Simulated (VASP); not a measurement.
A run of VASP 6.6.1 is set up as follows.

The input INCAR:

```
SYSTEM = K3I2Br
PREC     = Accurate       ! precision mode
ENCUT    = 520            ! plane-wave cutoff, eV
EDIFF    = 1E-6           ! SCF threshold, eV
ISMEAR   = 0              ! smearing method
SIGMA    = 0.05           ! smearing width, eV
LREAL    = .False.        ! projectors in reciprocal space
LASPH    = .True.         ! aspherical terms in the spheres
NELM     = 80             ! most SCF steps
ALGO     = Normal         ! electronic algorithm
ISIF     = 2              ! what is computed and relaxed
LWAVE    = .False.        ! write WAVECAR
LCHARG   = .True.         ! write CHGCAR
GGA      = CA             ! functional
LELF     = .True.         ! ELF
LVHAR    = .True.       
NBANDS   = 33             ! bands
```

Contents of KPOINTS:

```
Automatic mesh
0
Gamma
  6 6 2
  0 0 0
```

File POSCAR:

```
K3I2Br
1.0
    4.7110565424      0.0000000000      0.0000000000
   -2.3555282712      4.0798946443      0.0000000000
    0.0000000000      0.0000000000     11.1053000000
K I Br
3 2 1
Direct
    0.0000000000      0.0000000000      0.5000000000
    0.3333333333      0.6666666667      0.1490323883
    0.6666666667      0.3333333333      0.8509676117
    0.3333333333      0.6666666667      0.6755536591
    0.6666666667      0.3333333333      0.3244463409
    0.0000000000      0.0000000000      0.0000000000
```

Potentials or basis: VASP PAW LDA potentials, release 64 (K_sv, I, Br).

Run with:

```console
$ cat potpaw_LDA.64/K_sv/POTCAR potpaw_LDA.64/I/POTCAR potpaw_LDA.64/Br/POTCAR > POTCAR
$ mpirun -np 1 vasp_std > vasp.out
```

Predict the band gap on the k mesh.

3.92 eV.

What does it give for the pressure?

0.8 GPa.

Stress tensor (GPa, compression positive):
```
0.75 0.00 0.00
0.00 0.75 0.00
0.00 0.00 1.02
```

Caveat: spin-orbit coupling is left out, which moves the levels of the heavy elements.
